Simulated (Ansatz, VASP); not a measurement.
PtS2: VASP beside Ansatz

File INCAR:

```
  PREC = Accurate
  ENCUT = 520
  EDIFF = 1E-6
  ISMEAR = 0
  SIGMA = 0.01
  LREAL = F
  LASPH = T
  NELM = 80
  ALGO = Normal
  ISIF = 2
  LWAVE = F
  LCHARG = F
  GGA = PS
  IBRION = 2
  NSW = 50
  EDIFFG = -0.002
```

KPOINTS

```
regular mesh
0
Gamma
  10 10 6
```

Contents of POSCAR:

```
PtS2
1.0
    3.5733777869      0.0000000000      0.0000000000
   -1.7866888934      3.0946359408      0.0000000000
    0.0000000000      0.0000000000      4.7607928364
Pt S
1 2
Direct
    0.0000000000      0.0000000000      0.0000000000
    0.3333333333      0.6666666667      0.2524636773
    0.6666666667      0.3333333333      0.7475363227
```

Input for Ansatz:

```yaml
crystal:
  lattice:
    - [3.57337778687, 0.0, 0.0]
    - [-1.78668889344, 3.09463594075, 0.0]
    - [0.0, 0.0, 4.76079283645]
  atoms:
    - { symbol: Pt, position: [0.0, 0.0, 0.0] }
    - { symbol: S, position: [0.333333333333, 0.666666666667, 0.252463677261] }
    - { symbol: S, position: [0.666666666667, 0.333333333333, 0.747536322739] }
kpoints:
  mp_grid: { grid: [10, 10, 6] }
scf:
  occupations: { method: fixed }
  convergence: { dr2_threshold: 1.0e-10 }
hamiltonian:
  xc: pbesol
  pseudopotentials: { kind: all_electron, lapw: { basis_error: 0.0005 } }
output:
  forces: true
  stress: true
  eigenstates:
    kpoints:
      - [0.0, 0.0, 0.0]
      - [-0.333333333, 0.333333333, -0.25]
      - [0.0, -0.333333333, -0.25]
      - [-0.333333333, 0.0, 0.25]
      - [-0.294745426, 0.147372732, 0.500000098]
      - [-0.147372693, -0.147372732, 0.500000098]
      - [-0.147372693, 0.294745426, -0.500000098]
      - [-0.666666667, 0.333333333, 0.0]
      - [0.0, 0.0, -0.5]
      - [-0.5, 0.0, 0.0]
      - [-0.5, 0.5, 0.0]
      - [0.0, -0.5, 0.0]
      - [-0.5, 0.0, -0.5]
      - [-0.5, 0.5, 0.5]
      - [0.0, -0.5, 0.5]
relax:
  f_tol: 0.002
  max_steps: 30
```

Change from the starting cell: z stretched by +0.5 %, x and y held.

Alike in both runs: task relaxation of the atoms; functional PBEsol; k mesh 10 × 10 × 6; no spin polarisation.

|  | VASP | Ansatz |
| --- | --- | --- |
| version | VASP 6.6.1 | Ansatz 0.2.0 |
| potentials or method | VASP PAW PBE potentials, release 64 (Pt, S), cutoff 520 eV | all-electron LAPW, scalar-relativistic |
| occupations | gaussian, width 0.01 eV | fixed |

|  | VASP | Ansatz | Ansatz less VASP |
| --- | --- | --- | --- |
| gap on the k mesh at the Fermi level, each at its own relaxed structure (eV) | 0.21 | 0.20 | -0.006 |

VASP's potentials were made for PBE, not for PBEsol. Ansatz ran all-electron here, and VASP with PAW potentials. Ansatz's warnings: metallic iterate.

Spin-orbit coupling is off throughout.
